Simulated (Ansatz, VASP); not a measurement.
**AlN: VASP beside Ansatz**

```
CELL_PARAMETERS angstrom
3.10649 0.00000 0.00000
-1.55325 2.69030 0.00000
0.00000 0.00000 4.97802
ATOMIC_POSITIONS crystal
Al 0.33333 0.66667 0.94100
Al 0.66667 0.33333 0.44100
N 0.33333 0.66667 0.44100
N 0.66667 0.33333 0.94100
```

Change from the starting cell: polar distortion scaled by 0.00.

Alike in both runs: task single point; functional r2SCAN; k mesh 12 × 12 × 6; no spin polarisation.

|  | VASP | Ansatz |
| --- | --- | --- |
| version | VASP 6.6.1 | Ansatz 0.2.0 |
| potentials or method | VASP PAW PBE potentials, release 64 (Al, N), cutoff 520 eV | scalar-relativistic, plane waves, PAW |
| occupations | gaussian, width 0.01 eV | fixed |
| valence electrons in the cell | 16 | 16 |

Ansatz gave:

- gap on the k mesh at the Fermi level (eV): 3.31
- least direct gap on the mesh (eV): 3.31
- pressure (GPa): 8.7
- traceless stress, the component that is largest in VASP (GPa): -20.16

Question: Which values does VASP return?

Answer: gap on the k mesh at the Fermi level (eV): 3.33; least direct gap on the mesh (eV): 3.33; pressure (GPa): 8.6; traceless stress, the component that is largest in VASP (GPa): -20.45.

VASP's potentials were made for PBE, not for r2SCAN.
